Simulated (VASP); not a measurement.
# Mg in VASP: single point with PBE

Aim: the single point of Mg with PBE.

All numbers are computed with VASP 6.6.1; they aren't measurements. Logs are shortened: lines on timing, memory, paths and dates and some standing lists are left out, and cuts for length are marked.

### 1 The cell of the first run

The cell holds a sublattice, 1 atom: a = 4.571 Å, b = 4.571 Å, c = 4.571 Å, α = 60.00°, β = 60.00°, γ = 60.00°.

### 2 Single point, PBE

File INCAR:

```
ALGO = Normal
EDIFF = 1E-6
ENCUT = 520
GGA = PE
GGA_COMPAT = F
ISIF = 2
ISMEAR = 0
LASPH = T
LCHARG = F
LREAL = F
LWAVE = F
NBANDS = 7
NELM = 120
PREC = Accurate
SIGMA = 0.1
```

File KPOINTS:

```
k-points
0
Gamma
  8 8 8
```

File POSCAR:

```
Mg
1.0
    0.0000000000      3.2319988239      3.2319988239
    3.2319988239      0.0000000000      3.2319988239
    3.2319988239      3.2319988239      0.0000000000
Mg
1
Direct
    0.0000000000      0.0000000000      0.0000000000
```

Potentials or basis: VASP PAW PBE potentials, release 64 (Mg).

The run is started by

```
$ cat potpaw_PBE.64/Mg/POTCAR > POTCAR
$ mpirun -np 1 vasp_std > vasp.out
```

OUTCAR:

```text
EDIFF = 1E-6
   ENCUT = 520
   GGA = PE
   ISIF = 2
   ISMEAR = 0
   LASPH = T
   LREAL = F
   NELM = 120
   PREC = Accurate

 ion  position               nearest neighbor table
   1  0.000  0.000  0.000-

  LATTYP: Found a face centered cubic cell.
 ALAT       =     6.4639976478

  Lattice vectors:

 A1 = (   0.0000000000,   3.2319988239,   3.2319988239)
 A2 = (   3.2319988239,   0.0000000000,   3.2319988239)
 A3 = (   3.2319988239,   3.2319988239,   0.0000000000)

Analysis of symmetry for initial positions (statically):
=====================================================================
 Subroutine PRICEL returns:
 Original cell was already a primitive cell.

 Routine SETGRP: Setting up the symmetry group for a
 face centered cubic supercell.

 Subroutine GETGRP returns: Found 48 space group operations
 (whereof 48 operations were pure point group operations)
 out of a pool of 48 trial point group operations.

The static configuration has the point symmetry O_h .

Analysis of symmetry for dynamics (positions and initial velocities):
=====================================================================
 Subroutine PRICEL returns:
 Original cell was already a primitive cell.

 Routine SETGRP: Setting up the symmetry group for a
 face centered cubic supercell.

 Subroutine GETGRP returns: Found 48 space group operations
 (whereof 48 operations were pure point group operations)
 out of a pool of 48 trial point group operations.

The dynamic configuration has the point symmetry O_h .

 Subroutine INISYM returns: Found 48 space group operations
 (whereof 48 operations are pure point group operations),
 and found     1 'primitive' translations

----------------------------------------------------------------------------------------

                                     Primitive cell

  volume of cell :      67.5217

  direct lattice vectors                    reciprocal lattice vectors
     0.000000000  3.231998824  3.231998824    -0.154703027  0.154703027  0.154703027
     3.231998824  0.000000000  3.231998824     0.154703027 -0.154703027  0.154703027
     3.231998824  3.231998824  0.000000000     0.154703027  0.154703027 -0.154703027

  length of vectors
     4.570736570  4.570736570  4.570736570     0.267953502  0.267953502  0.267953502

  position of ions in fractional coordinates (direct lattice)
     0.000000000  0.000000000  0.000000000

  ion indices of the primitive-cell ions
   primitive index   ion index
                 1           1

----------------------------------------------------------------------------------------

 KPOINTS: k-points

Automatic generation of k-mesh.
 Grid dimensions read from file:
 generate k-points for:    8    8    8

 Generating k-lattice:

  Cartesian coordinates                     Fractional coordinates (reciprocal lattice)
    -0.019337878  0.019337878  0.019337878     0.125000000  0.000000000  0.000000000
     0.019337878 -0.019337878  0.019337878     0.000000000  0.125000000  0.000000000
     0.019337878  0.019337878 -0.019337878     0.000000000  0.000000000  0.125000000

  Length of vectors
     0.033494188  0.033494188  0.033494188

  Shift w.r.t. Gamma in fractional coordinates (k-lattice)
     0.000000000  0.000000000  0.000000000

 Subroutine IBZKPT returns following result:
 ===========================================

 Found     29 irreducible k-points:

 Following reciprocal coordinates:
            Coordinates               Weight
  0.000000  0.000000  0.000000      1.000000
  0.125000  0.000000  0.000000      8.000000
  0.250000  0.000000  0.000000      8.000000
  0.375000  0.000000  0.000000      8.000000
  0.500000  0.000000  0.000000      4.000000
  0.125000  0.125000  0.000000      6.000000
[... 16 lines left out ...]
  0.500000  0.250000  0.125000     48.000000
 -0.375000  0.250000  0.125000     24.000000
 [... further k-points ...]
   k-points           NKPTS =     29   k-points in BZ     NKDIM =     29   number of bands    NBANDS=      7
   number of dos      NEDOS =    301   number of ions     NIONS =      1
   total plane-waves  NPLWV =  46656
   dimension x,y,z NGX =    36 NGY =   36 NGZ =   36
   dimension x,y,z NGXF=    72 NGYF=   72 NGZF=   72
   ions per type =               1
   NGX,Y,Z   is equivalent  to a cutoff of  13.09, 13.09, 13.09 a.u.
   NGXF,Y,Z  is equivalent  to a cutoff of  26.19, 26.19, 26.19 a.u.
 SYSTEM =  unknown system
   PREC   = accura    normal or accurate (medium, high low for compatibility)
   ISTART =      0    job   : 0-new  1-cont  2-samecut
   ICHARG =      2    charge: 1-file 2-atom 10-const
   ISPIN  =      1    spin polarized calculation?
   LNONCOLLINEAR =      F non collinear calculations
   LSORBIT =      F    spin-orbit coupling
   LASPH  =      T    aspherical Exc in radial PAW
   ENCUT  =  520.0 eV  38.22 Ry    6.18 a.u.   8.50  8.50  8.50*2*pi/ulx,y,z
   NELM   =    120;   NELMIN=  2; NELMDL= -5     # of ELM steps
   EDIFF  = 0.1E-05   stopping-criterion for ELM
   LREAL  =      F    real-space projection
   EDIFFG = 0.1E-04   stopping-criterion for IOM
   NSW    =      0    number of steps for IOM
   IBRION =     -1    ionic relax: 0-MD 1-quasi-New 2-CG
   NFREE  =      0    steps in history (QN), initial steepest desc. (CG)
   ISIF   =      2    stress and relaxation
   ISYM   =      2    0-nonsym 1-usesym 2-fastsym
   POTIM  = 0.5000    time-step for ionic-motion
   TEBEG  =    0.0;   TEEND  =   0.0 temperature during run
   PSTRESS=    0.0 pullay stress
   NELECT =       2.0000    total number of electrons
   NUPDOWN=      -1.0000    fix difference up-down
   EMIN   =  10.00;   EMAX   =-10.00  energy-range for DOS
   EFERMI =   0.00;   METHOD = LEGACY
   ISMEAR =     0;   SIGMA  =   0.10  broadening in eV -4-tet -1-fermi 0-gaus
   EFERMI_NEDOS =   21; number of points for ismear=-14 and -15
   IALGO  =     38    algorithm
   IMIX   =      4    mixing-type and parameters
     AMIX     =   0.40;   BMIX     =  1.00
     AMIX_MAG =   1.60;   BMIX_MAG =  1.00
  volume/ion in A,a.u.               =      67.52       455.66
  Fermi-wavevector in a.u.,A,eV,Ry     =   0.506528  0.957200  3.490858  0.256571
  Thomas-Fermi vector in A             =   1.517594
   LORBIT       =      0    0 simple, 1 ext, 2 COOP (PROOUT), +10 PAW based schemes
   GGA     = PE    functional components
   LHFCALC =     F    Hartree Fock is set to
   AEXX    =    0.0000 exact exchange contribution
   IVDW    =     0    specifies the selected vdW correction
   LEPSILON=     F    determine dielectric tensor
   LRPA    =     F    only Hartree local field effects (RPA)
 non-spin polarized calculation
 Gauss-broadening in eV      SIGMA  =   0.10
  energy-cutoff  :      520.00
  volume of cell :       67.52
 maximum number of plane-waves:      1840
 NGX is ok and might be reduce to    36
   NGX = 17   NGY = 17   NGZ = 17

 number of electron       2.0000000 magnetization

 Free energy of the ion-electron system (eV)
  ---------------------------------------------------
  ext. energy  EPLUGINS =         0.00000000
  ---------------------------------------------------
  free energy    TOTEN  =        -0.35298465 eV

  energy without entropy =       -0.35250519  energy(sigma->0) =       -0.35274492

 E-fermi :  -1.2165     XC(G=0):  -5.5300

 val. band max:       -1.3161591582   @ k =  -0.2500   0.5000   0.2500
 cond. band min:      -1.1340571035   @ k =   0.5000   0.0000   0.0000
 fundamental gap:      0.1821020547
 Fermi energy:        -1.2164688479

 k-point     1 :       0.0000    0.0000    0.0000
  band No.  band energies     occupation
      1      -4.4691      2.00000
      2       4.7524      0.00000
      3       4.7524      0.00000
      4       4.7524      0.00000
      5       6.3784      0.00000
      6       6.3784      0.00000
      7       6.3784      0.00000

 k-point     2 :       0.1250    0.0000    0.0000
  band No.  band energies     occupation
      1      -4.3083      2.00000
      2       3.4031      0.00000
      3       4.5210      0.00000
      4       4.5210      0.00000
      5       6.1090      0.00000
      6       6.7608      0.00000
      7       6.7608      0.00000

 k-point     3 :       0.2500    0.0000    0.0000
  band No.  band energies     occupation
      1      -3.8318      2.00000
      2       1.4975      0.00000
      3       4.1984      0.00000
      4       4.1984      0.00000
      5       5.7044      0.00000
      6       6.7106      0.00000
      7       6.7106      0.00000

 k-point     4 :       0.3750    0.0000    0.0000
  band No.  band energies     occupation
      1      -3.0754      2.00000
      2      -0.1704      0.00000
      3       4.0147      0.00000
      4       4.0147      0.00000
      5       5.4940      0.00000
      6       6.1437      0.00000
      7       6.1437      0.00000

 k-point     5 :       0.5000    0.0000    0.0000
  band No.  band energies     occupation
      1      -2.4204      2.00000
      2      -1.1341      0.24383
      3       3.9633      0.00000
      4       3.9633      0.00000
      5       5.4402      0.00000
      6       5.9154      0.00000
      7       5.9154      0.00000
[... 161 lines left out ...]
 k-point    22 :       0.3750    0.2500    0.1250
  band No.  band energies     occupation
      1      -3.4111      2.00000
      2       1.6342      0.00000
      3       2.1014      0.00000
      4       3.5125      0.00000
      5       5.7108      0.00000
      6       5.7241      0.00000
      7       7.2888      0.00000

 k-point    23 :       0.5000    0.2500    0.1250
  band No.  band energies     occupation
      1      -2.6657      2.00000
      2       0.2062      0.00000
      3       1.7782      0.00000
      4       2.8781      0.00000
      5       5.5397      0.00000
      6       6.3989      0.00000
      7       7.2979      0.00000

 k-point    24 :      -0.3750    0.2500    0.1250
  band No.  band energies     occupation
      1      -2.0299      2.00000
      2      -0.7189      0.00000
      3       1.7760      0.00000
      4       2.5875      0.00000
      5       5.5517      0.00000
      6       6.1590      0.00000
      7       8.2958      0.00000

 [... further k-points ...]
[... 5 lines left out ...]
  --------------------------------------------------------------------------------------
  -------------------------------------------------------------------------------------
  Total       -0.7637884     -0.7637884     -0.7637884     -0.0000000      0.0000000     -0.0000000
  in kB      -18.1234154    -18.1234154    -18.1234154     -0.0000000      0.0000000     -0.0000000
  external PRESSURE =     -18.1234154 kB  Pullay stress =       0.0000000 kB

 VOLUME and BASIS-vectors are now :
 -----------------------------------------------------------------------------
  energy-cutoff  :      520.00
  volume of cell :       67.52
      direct lattice vectors                 reciprocal lattice vectors
     0.000000000  3.231998824  3.231998824    -0.154703027  0.154703027  0.154703027
     3.231998824  0.000000000  3.231998824     0.154703027 -0.154703027  0.154703027
     3.231998824  3.231998824  0.000000000     0.154703027  0.154703027 -0.154703027

 POSITION                                       TOTAL-FORCE (eV/Angst)
 -----------------------------------------------------------------------------------
      0.00000      0.00000      0.00000        -0.000000     -0.000000      0.000000
 -----------------------------------------------------------------------------------
    total drift:                                0.000000     -0.000000     -0.000000

  FREE ENERGIE OF THE ION-ELECTRON SYSTEM (eV)
  ---------------------------------------------------
  free  energy   TOTEN  =        -0.3529846516 eV

  energy  without entropy=       -0.3525051869  energy(sigma->0) =       -0.35274492
```

It took 9.7 s on 1 thread of Intel Xeon Platinum 8259CL at 2.50GHz (Skylake/Cascade Lake), shared host; peak memory 0.2 GiB.

What came out:

```
Free energy : -0.3530 eV
Pressure    : -1.8 GPa
```

Levels at points of the mesh, in eV from the Fermi level:
| k point | band 1 | band 2 | band 3 | band 4 | band 5 |
| --- | --- | --- | --- | --- | --- |
| (0.00, 0.00, 0.00) | -3.25 | 5.97 | 5.97 | 5.97 | 7.59 |
| (0.50, 0.00, 0.00) | -1.20 | 0.08 | 5.18 | 5.18 | 6.66 |
| (0.50, 0.50, 0.00) | -0.32 | 0.62 | 3.50 | 3.50 | 4.57 |
